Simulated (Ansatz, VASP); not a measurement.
## CdTe: VASP beside Ansatz

The input POSCAR:

```
CdTe
1.0
    0.0000000000      3.2821135562      3.2821135562
    3.2821135562      0.0000000000      3.2821135562
    3.2821135562      3.2821135562      0.0000000000
Cd Te
1 1
Direct
    0.0000000000      0.0000000000      0.0000000000
    0.2500000000      0.2500000000      0.2500000000
```

INCAR.step1

```
SYSTEM = CdTe
  PREC = Accurate
  ENCUT = 520
  ISMEAR = 0
  SIGMA = 0.1
  LREAL = .FALSE.
  LASPH = .TRUE.
  NELM = 100
  NBANDS = 16
  GGA = PE
  ALGO = Normal
  EDIFF = 1E-4
  LWAVE = .TRUE.
  LCHARG = .FALSE.
```

The input INCAR.step2:

```
SYSTEM = CdTe
  PREC = Accurate
  ENCUT = 520
  EDIFF = 1E-6
  ISMEAR = 0
  SIGMA = 0.1
  LREAL = .FALSE.
  LASPH = .TRUE.
  NELM = 100
  ALGO = Normal
  ISIF = 2
  LWAVE = .FALSE.
  LCHARG = .TRUE.
  METAGGA = R2SCAN
  LMIXTAU = .TRUE.
  LELF = .TRUE.
  LVHAR = .TRUE.
  NBANDS = 16
  ISTART = 1
```

Contents of KPOINTS:

```
regular mesh
0
G
  6 6 6
  0 0 0
```

Input for Ansatz:

```yaml
crystal:
  lattice:
    - [0.0, 3.2821135562, 3.2821135562]
    - [3.2821135562, 0.0, 3.2821135562]
    - [3.2821135562, 3.2821135562, 0.0]
  atoms:
    - { symbol: Cd, position: [0.0, 0.0, 0.0] }
    - { symbol: Te, position: [0.25, 0.25, 0.25] }
basis:
  ecutwfc: 500
kpoints:
  mp_grid: { grid: [6, 6, 6] }
hamiltonian:
  xc: r2scan
scf:
  occupations: { method: gaussian, width: 0.1 }
  lower_state_search: "off"
output:
  forces: true
  stress: true
  eigenvalues: true
```

Alike in both runs: task single point; functional r2SCAN; k mesh 6 × 6 × 6; occupations gaussian, width 0.1 eV; no spin polarisation.

|  | VASP | Ansatz |
| --- | --- | --- |
| version | VASP 6.6.1 | Ansatz 0.2.0 |
| potentials or method | VASP PAW PBE potentials, release 64 (Cd, Te), cutoff 520 eV | scalar-relativistic, plane waves, PAW |
| valence electrons in the cell | 18 | 36 |

```csv
,VASP,Ansatz,Ansatz less VASP
gap on the k mesh at the Fermi level (eV),1.15,1.15,+0.007
least direct gap on the mesh (eV),1.15,1.15,+0.007
pressure (GPa),0.0,-0.1,-0.11
```

VASP's potentials were made for PBE, not for r2SCAN. The functional is the same, so the differences come from potentials, cutoffs and numerics. VASP's potentials hold 18 valence electrons a cell and Ansatz's 36, so a difference there can come from the potentials and not from the codes.

Spin-orbit coupling is off throughout.
